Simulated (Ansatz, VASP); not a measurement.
**AgCl in VASP and in Ansatz**

File INCAR:

```
  ALGO = Normal
  EDIFF = 1E-6
  ENCUT = 520
  GGA = PE
  ISIF = 2
  ISMEAR = -1
  LASPH = T
  LCHARG = F
  LREAL = F
  LWAVE = F
  NBANDS = 16
  NELM = 100
  PREC = Accurate
  SIGMA = 0.01
```

File KPOINTS:

```
k-points
0
Gamma
  9 9 9
```

Contents of POSCAR:

```
AgCl
1.0
    3.5369921900      0.0000000000      0.0000000000
    0.0000000000      3.5369921900      0.0000000000
    0.0000000000      0.0000000000      3.4339730000
Ag Cl
1 1
Direct
    0.0000000000      0.0000000000      0.0000000000
    0.5000000000      0.5000000000      0.5000000000
```

Input for Ansatz:

```yaml
crystal:
  lattice:
    - [3.53699219, 0.0, 0.0]
    - [0.0, 3.53699219, 0.0]
    - [0.0, 0.0, 3.433973]
  atoms:
    - { symbol: Ag, position: [0.0, 0.0, 0.0] }
    - { symbol: Cl, position: [0.5, 0.5, 0.5] }
kpoints:
  mp_grid: { grid: [9, 9, 9] }
  band_path:
    path:
      - [0.0, 0.0, 0.0]
      - [0.0, 0.5, 0.0]
      - [0.5, 0.5, 0.0]
      - [0.0, 0.0, 0.0]
      - [0.0, 0.0, 0.5]
      - [0.0, 0.5, 0.5]
      - [0.5, 0.5, 0.5]
      - [0.0, 0.0, 0.5]
      - [0.0, 0.5, 0.0]
    npoints: 5
scf:
  occupations: { method: fermi_dirac, width: 0.01 }
hamiltonian:
  xc: pbe
  pseudopotentials: { kind: all_electron, lapw: { basis_error: 0.001 } }
output:
  forces: true
  stress: true
  eigenvalues: true
```

Change from the starting cell: equal xx and yy strain of +3 %.

Alike in both runs: task single point; functional PBE; k mesh 9 × 9 × 9; occupations fermi-dirac, width 0.01 eV; no spin polarisation.

|  | VASP | Ansatz |
| --- | --- | --- |
| version | VASP 6.6.1 | Ansatz 0.2.0 |
| potentials or method | VASP PAW PBE potentials, release 64 (Ag, Cl), cutoff 520 eV | all-electron LAPW, scalar-relativistic |

|  | VASP | Ansatz | Ansatz less VASP |
| --- | --- | --- | --- |
| gap on the k mesh at the Fermi level (eV) | 0.55 | 0.55 | +0.001 |
| pressure (GPa) | -2.6 | -2.5 | +0.11 |
| traceless stress, the component that is largest in VASP (GPa) | 0.89 | 0.89 | -0.001 |

Ansatz ran all-electron here, and VASP with PAW potentials.
